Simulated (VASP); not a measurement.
Here is a VASP 6.6.1 calculation.

Contents of INCAR:

```
PREC     = Accurate       # precision mode
ENCUT    = 520            # plane-wave cutoff, eV
EDIFF    = 1E-6           # SCF threshold, eV
ISMEAR   = 0              # smearing method
SIGMA    = 0.1            # smearing width, eV
LREAL    = False          # projectors in reciprocal space
LASPH    = True           # aspherical terms in the spheres
NELM     = 100            # most SCF steps
ALGO     = Normal         # electronic algorithm
ISIF     = 2              # what is computed and relaxed
LWAVE    = False          # write WAVECAR
LCHARG   = True           # write CHGCAR
GGA      = PE             # functional
LELF     = True           # ELF
LVHAR    = True         
NBANDS   = 28             # bands
```

The input KPOINTS:

```
regular mesh
0
Gamma
  10 10 10
```

POSCAR

```
TaC2
1.0
    0.0000000000      3.1022526246      3.1022526246
    3.1022526246      0.0000000000      3.1022526246
    3.1022526246      3.1022526246      0.0000000000
Ta C
2 4
Direct
    0.5000000000      0.5000000000      0.5000000000
    0.7500000000      0.7500000000      0.7500000000
    0.1250000000      0.1250000000      0.1250000000
    0.6250000000      0.1250000000      0.1250000000
    0.1250000000      0.1250000000      0.6250000000
    0.1250000000      0.6250000000      0.1250000000
```

Potentials or basis: VASP PAW PBE potentials, release 64 (Ta_pv, C).

Run with:

```bash
$ cat potpaw_PBE.64/Ta_pv/POTCAR potpaw_PBE.64/C/POTCAR > POTCAR
$ mpirun -np 1 vasp_std > vasp.out
```

(1) What does it give for the band gap on the k mesh?

(2) Estimate the pressure.

Answers

(1) zero (band 19 reaches 8.33 eV, above the bottom of band 20 at 6.52 eV).

(2) 0.5 GPa.

Caveat: spin-orbit coupling is left out, which moves the levels of the heavy elements.
